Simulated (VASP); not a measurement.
# Os (Cmcm) in VASP: single point with PBEsol

Aim: the single point of Os with PBEsol.

Program: VASP 6.6.1. These are calculated values, not measurements. Logs are shortened: lines on timing, memory, paths and dates and some standing lists are left out, and cuts for length are marked.

**1. The cell of the first run**

The structure is orthorhombic, space group Cmcm (No. 63). The conventional cell has a = 2.878 Å, b = 4.487 Å, c = 4.320 Å, α = 90.00°, β = 90.00°, γ = 90.00°. Os (site symmetry m2m) has 12 Os at 2.63 to 2.88 Å within 3.5 Å.

**2. Single point, PBEsol (strain +0.0525 x Voigt [1, -1, 0, 0, 0, 0])**

INCAR reads:

```
SYSTEM = Os
PREC = Accurate
ENCUT = 520
EDIFF = 1E-6
ISMEAR = 0
SIGMA = 0.15
LREAL = .FALSE.
LASPH = .TRUE.
NELM = 80
ALGO = Fast
ISIF = 2
LWAVE = .FALSE.
LCHARG = .FALSE.
GGA = PS
NBANDS = 15
```

KPOINTS reads:

```
Automatic mesh
0
G
  18 18 12
  0 0 0
```

POSCAR reads:

```
Os
1.0
    2.8776402242      0.0000000000      0.0000000000
   -1.4388201121      2.2434905334      0.0000000000
    0.0000000000      0.0000000000      4.3197000000
Os
2
Direct
    0.3333333333      0.6666666667      0.2500000000
    0.6666666667      0.3333333333      0.7500000000
```

Potentials or basis: VASP PAW PBE potentials, release 64 (Os).

Command:

```sh
> cat potpaw_PBE.64/Os/POTCAR > POTCAR
> mpirun -np 1 vasp_std > vasp.out
```

OUTCAR:

```text
SYSTEM = Os
   PREC = Accurate
   ENCUT = 520
   EDIFF = 1E-6
   ISMEAR = 0
   LREAL = .FALSE.
   LASPH = .TRUE.
   NELM = 80
   ISIF = 2
   GGA = PS

 ion  position               nearest neighbor table
   1  0.333  0.667  0.250-   2 2.63   2 2.63   2 2.70   2 2.70   2 2.70   2 2.70
   2  0.667  0.333  0.750-   1 2.63   1 2.63   1 2.70   1 2.70   1 2.70   1 2.70

  Warning from LATTYP: Monoclinic adjustment (A1->A3, A2->A1, A3->A2)!
  LATTYP: Found a base centered orthorhombic cell.
 ALAT       =     2.8776402242
 B/A-ratio  =     1.5592571403
 C/A-ratio  =     1.5011258057

  Lattice vectors:

 A1 = (   1.4388201121,  -2.2434905334,   0.0000000000)
 A2 = (   1.4388201121,   2.2434905334,   0.0000000000)
 A3 = (   0.0000000000,   0.0000000000,   4.3197000000)

Analysis of symmetry for initial positions (statically):
=====================================================================
 Subroutine PRICEL returns:
 Original cell was already a primitive cell.

 Routine SETGRP: Setting up the symmetry group for a
 base centered orthorhombic supercell.

 Subroutine GETGRP returns: Found  8 space group operations
 (whereof  4 operations were pure point group operations)
 out of a pool of  8 trial point group operations.

The static configuration has the point symmetry C_2h.
 The point group associated with its full space group is D_2h.

Analysis of symmetry for dynamics (positions and initial velocities):
=====================================================================
 Subroutine PRICEL returns:
 Original cell was already a primitive cell.

 Routine SETGRP: Setting up the symmetry group for a
 base centered orthorhombic supercell.

 Subroutine GETGRP returns: Found  8 space group operations
 (whereof  4 operations were pure point group operations)
 out of a pool of  8 trial point group operations.

The dynamic configuration has the point symmetry C_2h.
 The point group associated with its full space group is D_2h.

 Subroutine INISYM returns: Found  8 space group operations
 (whereof  4 operations are pure point group operations),
 and found     1 'primitive' translations

----------------------------------------------------------------------------------------

                                     Primitive cell

  volume of cell :      27.8878

  direct lattice vectors                    reciprocal lattice vectors
     2.877640224  0.000000000  0.000000000     0.347506958  0.222866998  0.000000000
    -1.438820112  2.243490533  0.000000000     0.000000000  0.445733996  0.000000000
     0.000000000  0.000000000  4.319700000     0.000000000  0.000000000  0.231497558

  length of vectors
     2.877640224  2.665230401  4.319700000     0.412832635  0.445733996  0.231497558
[... 97 lines left out ...]
   EFERMI_NEDOS =   21; number of points for ismear=-14 and -15
   IALGO  =     68    algorithm
   IMIX   =      4    mixing-type and parameters
     AMIX     =   0.40;   BMIX     =  1.00
     AMIX_MAG =   1.60;   BMIX_MAG =  1.00
  volume/ion in A,a.u.               =      13.94        94.10
  Fermi-wavevector in a.u.,A,eV,Ry     =   1.360327  2.570646 25.177446  1.850490
  Thomas-Fermi vector in A             =   2.486999
   LORBIT       =      0    0 simple, 1 ext, 2 COOP (PROOUT), +10 PAW based schemes
   GGA     = PS    functional components
   LHFCALC =     F    Hartree Fock is set to
   AEXX    =    0.0000 exact exchange contribution
   IVDW    =     0    specifies the selected vdW correction
   LEPSILON=     F    determine dielectric tensor
   LRPA    =     F    only Hartree local field effects (RPA)
 non-spin polarized calculation
 RMM-DIIS sequential band-by-band and
 Gauss-broadening in eV      SIGMA  =   0.15
  energy-cutoff  :      520.00
  volume of cell :       27.89
 maximum number of plane-waves:       776
 NGX is ok and might be reduce to    24
   NGX = 11   NGY =  9   NGZ = 17

 number of electron      15.9999999 magnetization

 Free energy of the ion-electron system (eV)
  ---------------------------------------------------
  ext. energy  EPLUGINS =         0.00000000
  ---------------------------------------------------
  free energy    TOTEN  =       -24.24864026 eV

  energy without entropy =      -24.23521499  energy(sigma->0) =      -24.24192763

 E-fermi :   9.3912     XC(G=0): -14.1656

 val. band max:        9.3904969432   @ k =   0.2222   0.2778   0.2500
 cond. band min:       9.3913987944   @ k =   0.2222   0.0556   0.0000
 fundamental gap:      0.0009018512
 Fermi energy:         9.3911711252

 k-point     1 :       0.0000    0.0000    0.0000
  band No.  band energies     occupation
      1      -1.6618      2.00000
      2       1.5008      2.00000
      3       5.1715      2.00000
      4       6.1136      2.00000
      5       6.4844      2.00000
      6       7.4925      2.00000
      7       7.5970      2.00000
      8       8.0325      2.00000
      9       8.2174      2.00000
     10       9.3412      1.36276
     11      10.7780      0.00000
     12      11.3535      0.00000
     13      18.4183      0.00000
     14      23.4268      0.00000
[... 401 lines left out ...]
      2       2.7632      2.00000
      3       4.6540      2.00000
      4       4.7638      2.00000
      5       5.9989      2.00000
      6       6.8239      2.00000
      7       7.3834      2.00000
      8       8.2285      2.00000
      9       9.0114      1.99966
     10       9.5988      0.05026
     11      11.8106      0.00000
     12      16.7346      0.00000
     13      17.8466      0.00000
     14      22.6186      0.00000
     15      25.2668      0.00000

 [... further k-points ...]

------------------------ aborting loop because EDIFF is reached ----------------------------------------

  FORCE on cell =-STRESS in cart. coord.  units (eV):
  Direction    XX          YY          ZZ          XY          YZ          ZX
  --------------------------------------------------------------------------------------
  -------------------------------------------------------------------------------------
  Total       -3.6789966      5.0872928     -0.2971269      0.0000000      0.0000000      0.0000000
  in kB     -211.3613862    292.2691616    -17.0701828      0.0000000      0.0000000      0.0000000
  external PRESSURE =      21.2791976 kB  Pullay stress =       0.0000000 kB

 VOLUME and BASIS-vectors are now :
 -----------------------------------------------------------------------------
  energy-cutoff  :      520.00
  volume of cell :       27.89
      direct lattice vectors                 reciprocal lattice vectors
     2.877640224  0.000000000  0.000000000     0.347506958  0.222866998  0.000000000
    -1.438820112  2.243490533  0.000000000     0.000000000  0.445733996  0.000000000
     0.000000000  0.000000000  4.319700000     0.000000000  0.000000000  0.231497558

 POSITION                                       TOTAL-FORCE (eV/Angst)
 -----------------------------------------------------------------------------------
     -0.00000      1.49566      1.07993        -0.000000     -0.317891     -0.000000
      1.43882      0.74783      3.23977         0.000000      0.317891      0.000000
 -----------------------------------------------------------------------------------
    total drift:                               -0.000000      0.000000     -0.000000

  FREE ENERGIE OF THE ION-ELECTRON SYSTEM (eV)
  ---------------------------------------------------
  free  energy   TOTEN  =       -24.2486402591 eV

  energy  without entropy=      -24.2352149946  energy(sigma->0) =      -24.24192763
```

stdout:

```text
POSCAR found type information on POSCAR Os
 POSCAR found :  1 types and       2 ions
 scaLAPACK will be used
 -----------------------------------------------------------------------------
|                                                                             |
|                                                                             |
|     You enforced a specific xc type in the INCAR file but a different       |
|     I HOPE YOU KNOW WHAT YOU ARE DOING!                                     |
|                                                                             |
 -----------------------------------------------------------------------------

 LDA part: xc-table for (Slater+PW92), standard interpolation
 POSCAR, INCAR and KPOINTS ok, starting setup
 FFT: planning ... GRIDC
 FFT: planning ... GRID_SOFT
 FFT: planning ... GRID
 WAVECAR not read
 entering main loop
```

Wall time 2.9 min (1 thread of Oxide Virtual Turin-like, shared host); peak memory 0.3 GiB.

Results:

| Property | Result |
| --- | --- |
| Free energy | -24.2486 eV |
| Pressure | 2.1 GPa |
| Largest force | 0.318 eV/Å |
| Band gap on the k mesh | zero (bands 8 and 9 overlap by 4.22 eV) |

Forces in eV/Å, atoms in the order of the input:
```
Os   0.000 -0.318  0.000
Os   0.000  0.318  0.000
```

Stress tensor (GPa, compression positive):
```
-21.14   0.00   0.00
  0.00  29.23   0.00
  0.00   0.00  -1.71
```

Levels at points of the mesh, in eV from the Fermi level:
```csv
k point,band 6,band 7,band 8,band 9,band 10,band 11
"(0.00, 0.00, 0.00)",-1.90,-1.79,-1.36,-1.17,-0.05,1.39
"(0.50, 0.00, 0.00)",-2.45,-2.31,1.54,2.09,2.80,4.40
"(0.00, 0.50, 0.00)",-2.49,-1.20,2.46,2.46,3.00,4.87
"(0.00, 0.00, 0.50)",-3.70,-2.27,-2.27,0.57,0.57,1.26
"(0.50, 0.00, 0.50)",-0.88,-0.41,-0.41,1.83,1.83,3.38
"(0.00, 0.50, 0.50)",-1.92,0.21,0.21,2.76,2.76,3.70
```

Caveat: the cell differs from its parent crystal (strain +0.0525 x Voigt [1, -1, 0, 0, 0, 0]); the stress differs along the axes, from -21 to 29 GPa; the PAW data sets were made with another functional, which shifts forces and pressure a little; spin-orbit coupling is left out, which moves the levels of the heavy elements.
